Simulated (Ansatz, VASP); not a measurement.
One calculation of AlAs, two programs

INCAR

```
SYSTEM = AlAs
PREC = Accurate
ENCUT = 500
EDIFF = 1E-6
ISMEAR = 0
SIGMA = 0.01
LREAL = .FALSE.
LASPH = .TRUE.
NELM = 120
ALGO = Normal
ISIF = 2
LWAVE = .FALSE.
LCHARG = .FALSE.
GGA = PS
NBANDS = 11
GGA_COMPAT = .FALSE.
```

Contents of KPOINTS:

```
regular mesh
0
G
  8 8 8
  0 0 0
```

POSCAR

```
AlAs
1.0
    0.0000000000      2.8372989790      2.8372989790
    2.8372989790      0.0000000000      2.8372989790
    2.8372989790      2.8372989790      0.0000000000
Al As
1 1
Direct
    0.0000000000      0.0000000000      0.0000000000
    0.2500000000      0.2500000000      0.2500000000
```

Input for Ansatz:

```yaml
crystal:
  lattice:
    - [0.0, 2.837298979, 2.837298979]
    - [2.837298979, 0.0, 2.837298979]
    - [2.837298979, 2.837298979, 0.0]
  atoms:
    - { symbol: Al, position: [0.0, 0.0, 0.0] }
    - { symbol: As, position: [0.25, 0.25, 0.25] }
basis: {}
kpoints:
  mp_grid: { grid: [8, 8, 8] }
  band_path:
    path:
      - [0.0, 0.0, 0.0]
      - [0.0, 0.0, 0.0]
      - [0.5, 0.5, 0.0]
      - [0.5, 0.5, 0.5]
      - [0.0054188419, 0.0054188419, 0.0]
      - [-0.0054188419, -0.0054188419, 0.0]
      - [0.0062571396, 0.0062571396, 0.0062571396]
      - [-0.0062571396, -0.0062571396, -0.0062571396]
      - [0.0054188419, 0.0054188419, 0.0]
      - [-0.0054188419, -0.0054188419, 0.0]
      - [0.5054188419, 0.5054188419, 0.0]
      - [0.4945811581, 0.4945811581, 0.0]
      - [0.5, 0.5054188419, 0.0054188419]
      - [0.5, 0.4945811581, -0.0054188419]
      - [0.5062571396, 0.5062571396, 0.5062571396]
      - [0.4937428604, 0.4937428604, 0.4937428604]
      - [0.4961683002, 0.5038316998, 0.5]
      - [0.5038316998, 0.4961683002, 0.5]
    npoints: 1
hamiltonian:
  xc: pbesol
  pseudopotentials: { kind: all_electron, lapw: {} }
scf:
  occupations: { method: fixed }
  n_extra_bands: 5
output:
  forces: true
  stress: true
  eigenvalues: true
```

Alike in both runs: task single point; functional PBEsol; k mesh 8 × 8 × 8; no spin polarisation.

|  | VASP | Ansatz |
| --- | --- | --- |
| version | VASP 6.6.1 | Ansatz 0.2.0 |
| potentials or method | VASP PAW PBE potentials, release 64 (Al, As), cutoff 500 eV | scalar-relativistic, all-electron LAPW |
| occupations | gaussian, width 0.01 eV | fixed |

```tsv
	VASP	Ansatz	Ansatz less VASP
gap on the k mesh at the Fermi level (eV)	1.33	1.34	+0.011
least direct gap on the mesh (eV)	1.92	1.91	-0.016
pressure (GPa)	0.3	0.0	-0.29
```

VASP's potentials were made for PBE, not for PBEsol. Ansatz ran all-electron here, and VASP with PAW potentials.
